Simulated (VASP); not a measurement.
Write the native input for VASP 6.6.1 that does the following.

```
Task                   : single point
Functional             : PBE
Potentials or basis    : VASP PAW PBE potentials, release 64 (Na_pv, N)
Cutoff                 : 520 eV
k mesh                 : 4 × 4 × 4
Occupations            : fermi-dirac, width 0.1 eV
Spin                   : no spin polarisation
Dipole correction      : no
Further INCAR settings : ALGO = Normal; EDIFF = 1e-06; NBANDS = 40
```

The structure of Na2N3 lies in POSCAR:

```
Na2N3
1.0
   -3.7403960000      0.0000000000      3.4955880000
    3.7403960000      0.0000000000      3.4955880000
    0.0000000000      5.6755780000      3.4955880000
Na N
4 6
Direct
    0.7180000000      0.2820000000      0.0000000000
    0.2820000000      0.7180000000      0.0000000000
    0.7500000000      0.2500000000      0.5000000000
    0.2500000000      0.7500000000      0.5000000000
    0.1333000000      0.1333000000      0.1470000000
    0.2803000000      0.2803000000      0.8530000000
    0.8667000000      0.8667000000      0.8530000000
    0.7197000000      0.7197000000      0.1470000000
    0.8519000000      0.8519000000      0.2962000000
    0.1481000000      0.1481000000      0.7038000000
```

These files were run (other wordings do the same):

INCAR

```
SYSTEM = Na2N3
ALGO = Normal
EDIFF = 1E-6
ENCUT = 520
GGA = PE
ISIF = 2
ISMEAR = -1
LASPH = .True.
LCHARG = .True.
LELF = .True.
LREAL = .False.
LVHAR = .True.
LWAVE = .False.
NBANDS = 40
NELM = 80
PREC = Accurate
SIGMA = 0.1
```

KPOINTS

```
k-points
0
Gamma
  4 4 4
  0 0 0
```

Potentials or basis: VASP PAW PBE potentials, release 64 (Na_pv, N).

Launch:

```bash
$ cat potpaw_PBE.64/Na_pv/POTCAR potpaw_PBE.64/N/POTCAR > POTCAR
$ mpirun -np 1 vasp_std > vasp.out
```

It gave:

```yaml
Pressure: -16.3 GPa
Largest_force: 3.148 eV/Å
Band_gap_on_the_k_mesh: 1.23 eV, indirect (least direct gap 1.31 eV)
```

Caveat: forces of over 1 eV/Å act on the atoms, so gaps and moduli don't describe the material at rest.

It took 2.4 min on 1 thread of Intel(R) Xeon(R) Platinum 8375C CPU @ 2.90GHz (Ice Lake), with other jobs on the host, peak memory 0.29 GiB.
